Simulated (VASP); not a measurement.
# NbCd3 (Pm-3m) in VASP: a series of runs

NbCd3 is run at these levels: PBE; tasks: single point, relaxation of cell and atoms.

Program: VASP 6.6.1. These are calculated values, not measurements. Logs are shortened: lines on timing, memory, paths and dates and some standing lists are left out, and cuts for length are marked.

## Step 1: The cell of the first run

It takes space group Pm-3m (No. 221, cubic). Conventional cell: a = 4.215 Å, b = 4.215 Å, c = 4.215 Å, α = 90.00°, β = 90.00°, γ = 90.00°. Within 3.9 Å of Nb (site symmetry m-3m) lie 12 Cd at 2.98 Å. Cd (site symmetry 4/mmm) has 4 Nb at 2.98 Å and 8 Cd at 2.98 Å within 3.9 Å.

## Step 2: Single point, PBE

The input, INCAR:

```
SYSTEM = NbCd3
PREC     = Accurate       ! precision mode
ENCUT    = 520            ! plane-wave cutoff, eV
EDIFF    = 1E-6           ! SCF threshold, eV
ISMEAR   = 0              ! smearing method
SIGMA    = 0.1            ! smearing width, eV
LREAL    = .FALSE.        ! projectors in reciprocal space
LASPH    = .TRUE.         ! aspherical terms in the spheres
NELM     = 100            ! most SCF steps
ALGO     = Normal         ! electronic algorithm
ISIF     = 2              ! what is computed and relaxed
LWAVE    = .FALSE.        ! write WAVECAR
LCHARG   = .FALSE.        ! write CHGCAR
GGA      = PE             ! functional
NBANDS   = 32             ! bands
```

The input, KPOINTS:

```
Automatic mesh
0
G
  4 4 4
  0 0 0
```

The input, POSCAR:

```
NbCd3
1.0
    4.2150000000      0.0000000000      0.0000000000
    0.0000000000      4.2150000000      0.0000000000
    0.0000000000      0.0000000000      4.2150000000
Nb Cd
1 3
Direct
    0.0000000000      0.0000000000      0.0000000000
    0.0000000000      0.5000000000      0.5000000000
    0.5000000000      0.0000000000      0.5000000000
    0.5000000000      0.5000000000      0.0000000000
```

Potentials or basis: VASP PAW PBE potentials, release 64 (Nb_sv, Cd).

On the command line:

```
> cat potpaw_PBE.64/Nb_sv/POTCAR potpaw_PBE.64/Cd/POTCAR > POTCAR
> mpirun -np 1 vasp_std > vasp.out
```

OUTCAR:

```text
SYSTEM = NbCd3
   PREC = Accurate
   ENCUT = 520
   EDIFF = 1E-6
   ISMEAR = 0
   LREAL = .FALSE.
   LASPH = .TRUE.
   NELM = 100
   ISIF = 2
   GGA = PE

 ion  position               nearest neighbor table
   1  0.000  0.000  0.000-   2 2.98   3 2.98   4 2.98   2 2.98   3 2.98   2 2.98   4 2.98   2 2.98
                             3 2.98   4 2.98   3 2.98   4 2.98
   2  0.000  0.500  0.500-   1 2.98   3 2.98   4 2.98   1 2.98   4 2.98   1 2.98   3 2.98   1 2.98
                             3 2.98   4 2.98   4 2.98   3 2.98
   3  0.500  0.000  0.500-   1 2.98   2 2.98   4 2.98   1 2.98   4 2.98   2 2.98   4 2.98   4 2.98
                             1 2.98   2 2.98   1 2.98   2 2.98
   4  0.500  0.500  0.000-   1 2.98   2 2.98   3 2.98   2 2.98   3 2.98   1 2.98   3 2.98   3 2.98
                             1 2.98   2 2.98   2 2.98   1 2.98

  LATTYP: Found a simple cubic cell.
 ALAT       =     4.2150000000

  Lattice vectors:

 A1 = (   4.2150000000,   0.0000000000,   0.0000000000)
 A2 = (   0.0000000000,   4.2150000000,   0.0000000000)
 A3 = (   0.0000000000,   0.0000000000,   4.2150000000)

Analysis of symmetry for initial positions (statically):
=====================================================================
 Subroutine PRICEL returns:
 Original cell was already a primitive cell.

 Routine SETGRP: Setting up the symmetry group for a
 simple cubic supercell.

 Subroutine GETGRP returns: Found 48 space group operations
 (whereof 48 operations were pure point group operations)
 out of a pool of 48 trial point group operations.

The static configuration has the point symmetry O_h .

Analysis of symmetry for dynamics (positions and initial velocities):
=====================================================================
 Subroutine PRICEL returns:
 Original cell was already a primitive cell.

 Routine SETGRP: Setting up the symmetry group for a
 simple cubic supercell.

 Subroutine GETGRP returns: Found 48 space group operations
 (whereof 48 operations were pure point group operations)
 out of a pool of 48 trial point group operations.

The dynamic configuration has the point symmetry O_h .

 Subroutine INISYM returns: Found 48 space group operations
 (whereof 48 operations are pure point group operations),
 and found     1 'primitive' translations

----------------------------------------------------------------------------------------

                                     Primitive cell

  volume of cell :      74.8846

  direct lattice vectors                    reciprocal lattice vectors
     4.215000000  0.000000000  0.000000000     0.237247924  0.000000000  0.000000000
     0.000000000  4.215000000  0.000000000     0.000000000  0.237247924  0.000000000
     0.000000000  0.000000000  4.215000000     0.000000000  0.000000000  0.237247924

  length of vectors
     4.215000000  4.215000000  4.215000000     0.237247924  0.237247924  0.237247924

  position of ions in fractional coordinates (direct lattice)
     0.000000000  0.000000000  0.000000000
     0.000000000  0.500000000  0.500000000
     0.500000000  0.000000000  0.500000000
     0.500000000  0.500000000  0.000000000

  ion indices of the primitive-cell ions
   primitive index   ion index
                 1           1
                 2           2
                 3           3
                 4           4

----------------------------------------------------------------------------------------

 KPOINTS: Automatic mesh

Automatic generation of k-mesh.
 Grid dimensions read from file:
 generate k-points for:    4    4    4

 Generating k-lattice:

  Cartesian coordinates                     Fractional coordinates (reciprocal lattice)
     0.059311981  0.000000000  0.000000000     0.250000000  0.000000000  0.000000000
     0.000000000  0.059311981  0.000000000     0.000000000  0.250000000  0.000000000
     0.000000000  0.000000000  0.059311981     0.000000000  0.000000000  0.250000000

  Length of vectors
     0.059311981  0.059311981  0.059311981

  Shift w.r.t. Gamma in fractional coordinates (k-lattice)
     0.000000000  0.000000000  0.000000000

 Subroutine IBZKPT returns following result:
 ===========================================

 Found     10 irreducible k-points:

 Following reciprocal coordinates:
            Coordinates               Weight
  0.000000  0.000000  0.000000      1.000000
  0.250000  0.000000  0.000000      6.000000
  0.500000  0.000000  0.000000      3.000000
  0.250000  0.250000  0.000000     12.000000
  0.500000  0.250000  0.000000     12.000000
  0.500000  0.500000  0.000000      3.000000
  0.250000  0.250000  0.250000      8.000000
  0.500000  0.250000  0.250000     12.000000
  0.500000  0.500000  0.250000      6.000000
  0.500000  0.500000  0.500000      1.000000
   k-points           NKPTS =     10   k-points in BZ     NKDIM =     10   number of bands    NBANDS=     32
   number of dos      NEDOS =    301   number of ions     NIONS =      4
   total plane-waves  NPLWV =  32768
   dimension x,y,z NGX =    32 NGY =   32 NGZ =   32
   dimension x,y,z NGXF=    64 NGYF=   64 NGZF=   64
   ions per type =               1   3
   NGX,Y,Z   is equivalent  to a cutoff of  12.62, 12.62, 12.62 a.u.
   NGXF,Y,Z  is equivalent  to a cutoff of  25.24, 25.24, 25.24 a.u.
 SYSTEM =  NbCd3
   PREC   = accura    normal or accurate (medium, high low for compatibility)
   ISTART =      0    job   : 0-new  1-cont  2-samecut
   ICHARG =      2    charge: 1-file 2-atom 10-const
   ISPIN  =      1    spin polarized calculation?
   LNONCOLLINEAR =      F non collinear calculations
   LSORBIT =      F    spin-orbit coupling
   LASPH  =      T    aspherical Exc in radial PAW
   ENCUT  =  520.0 eV  38.22 Ry    6.18 a.u.   7.84  7.84  7.84*2*pi/ulx,y,z
   NELM   =    100;   NELMIN=  2; NELMDL= -5     # of ELM steps
   EDIFF  = 0.1E-05   stopping-criterion for ELM
   LREAL  =      F    real-space projection
   EDIFFG = 0.1E-04   stopping-criterion for IOM
   NSW    =      0    number of steps for IOM
   IBRION =     -1    ionic relax: 0-MD 1-quasi-New 2-CG
   NFREE  =      0    steps in history (QN), initial steepest desc. (CG)
   ISIF   =      2    stress and relaxation
   ISYM   =      2    0-nonsym 1-usesym 2-fastsym
   POTIM  = 0.5000    time-step for ionic-motion
   TEBEG  =    0.0;   TEEND  =   0.0 temperature during run
   PSTRESS=    0.0 pullay stress
   NELECT =      49.0000    total number of electrons
   NUPDOWN=      -1.0000    fix difference up-down
   EMIN   =  10.00;   EMAX   =-10.00  energy-range for DOS
   EFERMI =   0.00;   METHOD = LEGACY
   ISMEAR =     0;   SIGMA  =   0.10  broadening in eV -4-tet -1-fermi 0-gaus
   EFERMI_NEDOS =   21; number of points for ismear=-14 and -15
   IALGO  =     38    algorithm
   IMIX   =      4    mixing-type and parameters
     AMIX     =   0.40;   BMIX     =  1.00
     AMIX_MAG =   1.60;   BMIX_MAG =  1.00
  volume/ion in A,a.u.               =      18.72       126.34
  Fermi-wavevector in a.u.,A,eV,Ry     =   1.421268  2.685807 27.483802  2.020002
  Thomas-Fermi vector in A             =   2.542096
   LORBIT       =      0    0 simple, 1 ext, 2 COOP (PROOUT), +10 PAW based schemes
   GGA     = PE    functional components
   LHFCALC =     F    Hartree Fock is set to
   AEXX    =    0.0000 exact exchange contribution
   IVDW    =     0    specifies the selected vdW correction
   LEPSILON=     F    determine dielectric tensor
   LRPA    =     F    only Hartree local field effects (RPA)
 non-spin polarized calculation
 Gauss-broadening in eV      SIGMA  =   0.10
  energy-cutoff  :      520.00
  volume of cell :       74.88
 maximum number of plane-waves:      2040
 NGX is ok and might be reduce to    32
   NGX = 15   NGY = 15   NGZ = 15

 number of electron      49.0000040 magnetization

 Free energy of the ion-electron system (eV)
  ---------------------------------------------------
  ext. energy  EPLUGINS =         0.00000000
  ---------------------------------------------------
  free energy    TOTEN  =       -11.75569668 eV

  energy without entropy =      -11.74721658  energy(sigma->0) =      -11.75145663

 E-fermi :   5.4781     XC(G=0): -11.9536

 val. band max:        4.9527333434   @ k =   0.5000   0.5000   0.0000
 cond. band min:       5.4845954905   @ k =   0.0000   0.0000   0.0000
 fundamental gap:      0.5318621472
 Fermi energy:         5.4781250382

 k-point     1 :       0.0000    0.0000    0.0000
  band No.  band energies     occupation
      1     -49.5954      2.00000
      2     -25.6633      2.00000
      3     -25.6633      2.00000
      4     -25.6633      2.00000
      5      -4.4869      2.00000
      6      -4.2418      2.00000
[... 24 lines left out ...]
     31      11.2446      0.00000
     32      12.9309      0.00000

 k-point     2 :       0.2500    0.0000    0.0000
  band No.  band energies     occupation
      1     -49.5950      2.00000
      2     -25.6750      2.00000
      3     -25.6639      2.00000
      4     -25.6639      2.00000
      5      -4.2756      2.00000
      6      -4.1627      2.00000
[... 24 lines left out ...]
     31      12.6277      0.00000
     32      12.6277      0.00000

 k-point     3 :       0.5000    0.0000    0.0000
  band No.  band energies     occupation
      1     -49.5947      2.00000
      2     -25.6866      2.00000
      3     -25.6644      2.00000
      4     -25.6644      2.00000
      5      -4.0648      2.00000
      6      -3.9846      2.00000
[... 24 lines left out ...]
     31      10.6718      0.00000
     32      10.8613      0.00000

 k-point     4 :       0.2500    0.2500    0.0000
  band No.  band energies     occupation
      1     -49.5947      2.00000
      2     -25.6755      2.00000
      3     -25.6730      2.00000
      4     -25.6644      2.00000
      5      -4.1299      2.00000
      6      -4.0329      2.00000
[... 24 lines left out ...]
     31      12.3525      0.00000
     32      13.4824      0.00000

 k-point     5 :       0.5000    0.2500    0.0000
  band No.  band energies     occupation
      1     -49.5944      2.00000
      2     -25.6846      2.00000
      3     -25.6735      2.00000
      4     -25.6649      2.00000
      5      -3.9194      2.00000
      6      -3.8509      2.00000
[... 24 lines left out ...]
     31      11.2719      0.00000
     32      12.6907      0.00000

 k-point     6 :       0.5000    0.5000    0.0000
  band No.  band energies     occupation
      1     -49.5941      2.00000
      2     -25.6826      2.00000
      3     -25.6826      2.00000
      4     -25.6653      2.00000
      5      -3.7812      2.00000
      6      -3.7812      2.00000
[... 24 lines left out ...]
     31      11.7975      0.00000
     32      12.4289      0.00000

 k-point     7 :       0.2500    0.2500    0.2500
  band No.  band energies     occupation
      1     -49.5944      2.00000
      2     -25.6759      2.00000
      3     -25.6723      2.00000
      4     -25.6723      2.00000
      5      -4.1447      2.00000
      6      -3.8872      2.00000
[... 24 lines left out ...]
     31      10.3879      0.00000
     32      14.1067      0.00000

 k-point     8 :       0.5000    0.2500    0.2500
  band No.  band energies     occupation
      1     -49.5942      2.00000
      2     -25.6826      2.00000
      3     -25.6739      2.00000
      4     -25.6715      2.00000
      5      -4.0257      2.00000
      6      -3.8534      2.00000
[... 24 lines left out ...]
     31      11.8300      0.00000
     32      13.1503      0.00000

 k-point     9 :       0.5000    0.5000    0.2500
  band No.  band energies     occupation
      1     -49.5939      2.00000
      2     -25.6805      2.00000
      3     -25.6805      2.00000
      4     -25.6719      2.00000
      5      -3.9425      2.00000
      6      -3.9425      2.00000
[... 24 lines left out ...]
     31      10.2984      0.00000
     32      10.9529      0.00000

 k-point    10 :       0.5000    0.5000    0.5000
  band No.  band energies     occupation
      1     -49.5938      2.00000
      2     -25.6784      2.00000
      3     -25.6784      2.00000
      4     -25.6784      2.00000
      5      -4.1105      2.00000
      6      -4.1056      2.00000
[... 24 lines left out ...]
     31       9.6052      0.00000
     32       9.6052      0.00000

------------------------ aborting loop because EDIFF is reached ----------------------------------------

  FORCE on cell =-STRESS in cart. coord.  units (eV):
  Direction    XX          YY          ZZ          XY          YZ          ZX
  --------------------------------------------------------------------------------------
  -------------------------------------------------------------------------------------
  Total        3.5872772      3.5872772      3.5872772      0.0000000      0.0000000      0.0000000
  in kB       76.7507779     76.7507779     76.7507779      0.0000000      0.0000000      0.0000000
  external PRESSURE =      76.7507779 kB  Pullay stress =       0.0000000 kB

 VOLUME and BASIS-vectors are now :
 -----------------------------------------------------------------------------
  energy-cutoff  :      520.00
  volume of cell :       74.88
      direct lattice vectors                 reciprocal lattice vectors
     4.215000000  0.000000000  0.000000000     0.237247924  0.000000000  0.000000000
     0.000000000  4.215000000  0.000000000     0.000000000  0.237247924  0.000000000
     0.000000000  0.000000000  4.215000000     0.000000000  0.000000000  0.237247924

 POSITION                                       TOTAL-FORCE (eV/Angst)
 -----------------------------------------------------------------------------------
      0.00000      0.00000      0.00000         0.000000      0.000000      0.000000
      0.00000      2.10750      2.10750         0.000000      0.000000      0.000000
      2.10750      0.00000      2.10750         0.000000      0.000000      0.000000
      2.10750      2.10750      0.00000         0.000000      0.000000      0.000000
 -----------------------------------------------------------------------------------
    total drift:                                0.000000     -0.000000     -0.000000

  FREE ENERGIE OF THE ION-ELECTRON SYSTEM (eV)
  ---------------------------------------------------
  free  energy   TOTEN  =       -11.7556966848 eV

  energy  without entropy=      -11.7472165789  energy(sigma->0) =      -11.75145663
```

Run time: 26 s. Hardware: 1 thread of Oxide Virtual Turin-like, shared host; peak memory 0.14 GiB.

What came out:

```
Free energy            : -11.7557 eV
Pressure               : 7.7 GPa
Band gap on the k mesh : zero (an odd number of electrons rules out a gap without spin polarisation)
```

Levels at points of the mesh, in eV from the Fermi level:
| k point | band 20 | band 21 | band 22 | band 23 | band 24 | band 25 | band 26 | band 27 | band 28 | band 29 |
| --- | --- | --- | --- | --- | --- | --- | --- | --- | --- | --- |
| (0.00, 0.00, 0.00) | -7.80 | -1.13 | -1.13 | 0.01 | 0.01 | 0.01 | 1.08 | 1.08 | 1.08 | 5.34 |
| (0.50, 0.00, 0.00) | -6.41 | -6.14 | -1.10 | -1.10 | -1.00 | 0.87 | 1.00 | 3.10 | 4.07 | 4.07 |
| (0.50, 0.50, 0.00) | -5.46 | -3.39 | -3.39 | -3.38 | -0.53 | -0.53 | 0.97 | 1.66 | 1.98 | 5.43 |
| (0.50, 0.50, 0.50) | -2.62 | -2.62 | -2.62 | -2.61 | -1.40 | -1.40 | -1.40 | 1.35 | 1.35 | 3.59 |

Caveat: the k points lie up to 0.37 Å⁻¹ apart, too coarse for converged energies and pressures of a metal.

[end of part 1 of 2]

The gap in the log of VASP goes by the Fermi energy; the results here count the filled bands.